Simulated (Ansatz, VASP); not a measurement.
**Two plane-wave programs on Ge**

```
CELL_PARAMETERS angstrom
0.00000 2.82877 2.82877
2.82877 0.00000 2.82877
2.82877 2.82877 0.00000
ATOMIC_POSITIONS crystal
Ge 0.50000 0.50000 0.50000
Ge 0.75000 0.75000 0.75000
```

Alike in both runs: task electric field gradients; functional r2SCAN; k mesh 11 × 11 × 11; occupations fermi-dirac, width 0.05 eV; no spin polarisation.

|  | VASP | Ansatz |
| --- | --- | --- |
| version | VASP 6.6.1 | Ansatz 0.2.0 |
| potentials or method | VASP PAW PBE potentials, release 64 (Ge_d) | PAW with Ansatz's default frozen-core files, scalar-relativistic |
| plane-wave cutoff (eV) | 520 | 500 |
| valence electrons in the cell | 28 | 28 |

|  | VASP | Ansatz | Ansatz less VASP |
| --- | --- | --- | --- |
| pressure (GPa) | 0.7 | 0.7 | -0.04 |

VASP's potentials were made for PBE, not for r2SCAN. With one functional, cell and mesh, what is left measures potentials, basis and numerics.
